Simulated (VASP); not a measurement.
CsSnI3:

```
CELL_PARAMETERS angstrom
6.24149 0.00000 0.00000
0.00000 6.24149 0.00000
0.00000 0.00000 6.24149
ATOMIC_POSITIONS crystal
Cs 0.00000 0.00000 0.00000
Sn 0.50000 0.50000 0.50000
I 0.50000 0.50000 0.00000
I 0.50000 0.00000 0.50000
I 0.00000 0.50000 0.50000
```

Base run:

```yaml
Program: VASP 6.6.1
Functional: r2SCAN
Potentials_or_basis: VASP PAW PBE potentials, release 64 (Cs_sv, Sn_d, I)
Cutoff: 520 eV
k_mesh: 4 × 4 × 4
Occupations: gaussian, width 0.01 eV
Spin: no spin polarisation
```

Its results: band gap on the k mesh 0.50 eV; pressure 0.0 GPa.

Task: The run is repeated on the same cell with these changes: functional from r2SCAN to PBE; occupations from gaussian, width 0.01 eV to fermi-dirac, width 0.02 eV. What comes out?

Result: Band gap on the k mesh 0.38 eV; pressure 0.5 GPa.

Caveats: spin-orbit coupling is left out, which moves the levels of the heavy elements; the PAW data sets were made with another functional, which shifts forces and pressure a little (at least some runs).

A k mesh can miss the band edges.
